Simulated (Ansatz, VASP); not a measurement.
## MgO in VASP and in Ansatz

File INCAR:

```
  ALGO = Normal
  EDIFF = 1E-7
  ENCUT = 520
  GGA = PE
  ISIF = 2
  ISMEAR = 0
  LASPH = T
  LCHARG = F
  LREAL = F
  LWAVE = F
  NBANDS = 11
  NELM = 100
  PREC = Accurate
  SIGMA = 0.05
```

Contents of KPOINTS:

```
k-points
0
Gamma
  10 10 10
```

POSCAR

```
MgO
1.0
   -0.8932516467      1.7865032933      1.7865032933
    1.7865032933     -0.8932516467      1.7865032933
    1.7865032933      1.7865032933     -0.8932516467
Mg O
1 1
Direct
    0.0000000000      0.0000000000      0.0000000000
    0.5000000000      0.5000000000      0.5000000000
```

Input for Ansatz:

```yaml
crystal:
  lattice:
    - [-0.8932516467, 1.7865032933, 1.7865032933]
    - [1.7865032933, -0.8932516467, 1.7865032933]
    - [1.7865032933, 1.7865032933, -0.8932516467]
  atoms:
    - { symbol: Mg, position: [0.0, 0.0, 0.0] }
    - { symbol: O, position: [0.5, 0.5, 0.5] }
basis:
  ecutwfc: 420
kpoints:
  mp_grid: { grid: [10, 10, 10] }
hamiltonian:
  xc: pbe
scf:
  occupations: { method: gaussian, width: 0.05 }
output:
  forces: true
  stress: true
  eigenvalues: true
```

Alike in both runs: task single point; functional PBE; k mesh 10 × 10 × 10; occupations gaussian, width 0.05 eV; no spin polarisation.

|  | VASP | Ansatz |
| --- | --- | --- |
| version | VASP 6.6.1 | Ansatz 0.2.0 |
| potentials or method | VASP PAW PBE potentials, release 64 (Mg, O), cutoff 520 eV | scalar-relativistic, plane waves, PAW |
| valence electrons in the cell | 8 | 16 |

```tsv
	VASP	Ansatz	Ansatz less VASP
gap on the k mesh at the Fermi level (eV)	2.06	2.08	+0.021
least direct gap on the mesh (eV)	3.01	3.02	+0.018
pressure (GPa)	-3.7	-3.0	+0.70
```

VASP's potentials hold 8 valence electrons a cell and Ansatz's 16, so a difference there can come from the potentials and not from the codes.
